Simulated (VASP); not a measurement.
Write the native input for VASP 6.6.1 that does the following.

```yaml
Task: relaxation of cell and atoms
Functional: PBEsol
Potentials_or_basis: VASP PAW PBE potentials, release 64 (Ag)
Cutoff: 500 eV
k_mesh: 14 × 14 × 14
Occupations: fermi-dirac, width 0.1 eV
Spin: no spin polarisation
Dipole_correction: no
Further_INCAR_settings: ALGO = Normal; EDIFF = 1e-07; IBRION = 2; EDIFFG = -0.002; NSW = 100; ISIF = 3
```

The structure of Ag lies in POSCAR:

```
Ag
1.0
    2.0427500000      2.0427500000      0.0000000000
   -2.0427500000      2.0427500000      0.0000000000
    0.0000000000      2.0427500000      2.0427500000
Ag
1
Direct
    0.0000000000      0.0000000000      0.0000000000
```

One way to write it, as run:

INCAR

```
  PREC = Accurate
  ENCUT = 500
  EDIFF = 1E-7
  ISMEAR = -1
  SIGMA = 0.1
  LREAL = False
  LASPH = True
  NELM = 120
  ALGO = Normal
  ISIF = 3
  LWAVE = False
  LCHARG = False
  GGA = PS
  IBRION = 2
  NSW = 100
  EDIFFG = -0.002
  GGA_COMPAT = False
  NELMIN = 4
```

KPOINTS

```
Automatic mesh
0
Gamma
  14 14 14
```

Potentials or basis: VASP PAW PBE potentials, release 64 (Ag).

The run is started by

```sh
$ cat potpaw_PBE.64/Ag/POTCAR > POTCAR
$ mpirun -np 1 vasp_std > vasp.out
```

Results of the run:

```
Relaxed volume                         : 16.63 Å³/atom
Relaxed cell                           : a = 2.865 Å, b = 2.865 Å, c = 2.865 Å, α = 60.00°, β = 60.00°, γ = 90.00°
Space group after relaxing (to 0.05 Å) : Fm-3m (No. 225)
Energy gained by relaxing              : 3.6 meV/atom
Ionic steps                            : 3
Pressure after relaxing                : 0.0 GPa
```

Caveat: the PAW data sets were made with another functional, which shifts forces and pressure a little.

It took 16 s on 1 thread of Intel(R) Xeon(R) 6975P-C (Granite Rapids) (shared host), peak memory 0.16 GiB.
